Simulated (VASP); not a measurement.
Wanted: the native input for a VASP 6.6.1 run.

```
Task                   : single point
Functional             : r2SCAN
Potentials or basis    : VASP PAW PBE potentials, release 64 (Mg, O)
Cutoff                 : 660 eV
k mesh                 : 10 × 10 × 10
Occupations            : gaussian, width 0.02 eV
Spin                   : no spin polarisation
Dipole correction      : no
Further INCAR settings : ALGO = Normal; EDIFF = 1e-06; NBANDS = 11
```

MgO (scan.b):

```
Mg O
1.0
     0.00000    2.16343    2.16343
     2.16343    0.00000    2.16343
     2.16343    2.16343    0.00000
Mg O
1 1
Direct
  0.00000 0.00000 0.00000
  0.50000 0.50000 0.50000
```

This cell differs from its parent crystal: volume scaled by 1.09.

One way to write it, as run:

POSCAR

```
MgO
1.0
    0.0000000000      2.1634307579      2.1634307579
    2.1634307579      0.0000000000      2.1634307579
    2.1634307579      2.1634307579      0.0000000000
Mg O
1 1
Direct
    0.0000000000      0.0000000000      0.0000000000
    0.5000000000      0.5000000000      0.5000000000
```

INCAR.step1

```
SYSTEM = MgO
PREC     = Accurate       ! precision mode
ENCUT    = 660            ! plane-wave cutoff, eV
ISMEAR   = 0              ! smearing method
SIGMA    = 0.02           ! smearing width, eV
LREAL    = .FALSE.        ! projectors in reciprocal space
LASPH    = .TRUE.         ! aspherical terms in the spheres
NELM     = 120            ! most SCF steps
NBANDS   = 11             ! bands
GGA      = PE             ! functional
ALGO     = Normal         ! electronic algorithm
EDIFF    = 1E-5           ! SCF threshold, eV
LWAVE    = .TRUE.         ! write WAVECAR
LCHARG   = .FALSE.        ! write CHGCAR
GGA_COMPAT= .FALSE.
```

INCAR.step2

```
SYSTEM = MgO
PREC     = Accurate       ! precision mode
ENCUT    = 660            ! plane-wave cutoff, eV
EDIFF    = 1E-6           ! SCF threshold, eV
ISMEAR   = 0              ! smearing method
SIGMA    = 0.02           ! smearing width, eV
LREAL    = .FALSE.        ! projectors in reciprocal space
LASPH    = .TRUE.         ! aspherical terms in the spheres
NELM     = 120            ! most SCF steps
ALGO     = Normal         ! electronic algorithm
ISIF     = 2              ! what is computed and relaxed
LWAVE    = .FALSE.        ! write WAVECAR
LCHARG   = .TRUE.         ! write CHGCAR
METAGGA  = R2SCAN         ! meta-GGA
LMIXTAU  = .TRUE.       
LELF     = .TRUE.         ! ELF
LVHAR    = .TRUE.       
NBANDS   = 11             ! bands
ISTART   = 1            
GGA_COMPAT= .FALSE.
```

KPOINTS

```
regular mesh
0
G
  10 10 10
  0 0 0
```

Potentials or basis: VASP PAW PBE potentials, release 64 (Mg, O).

The run is started by

```console
$ cat potpaw_PBE.64/Mg/POTCAR potpaw_PBE.64/O/POTCAR > POTCAR
$ cp INCAR.step1 INCAR
$ mpirun -np 1 vasp_std > vasp.out
$ cp INCAR.step2 INCAR
$ mpirun -np 1 vasp_std > vasp.out
```

It gave:

| Item | Value |
| --- | --- |
| Pressure | -13.4 GPa |
| Band gap on the k mesh | 4.83 eV, direct |

Caveat: the PAW data sets were made with another functional, which shifts forces and pressure a little.

Run time: 32 s on 1 thread of Intel(R) Xeon(R) 6975P-C (Granite Rapids), with other jobs on the host, peak memory 0.17 GiB.
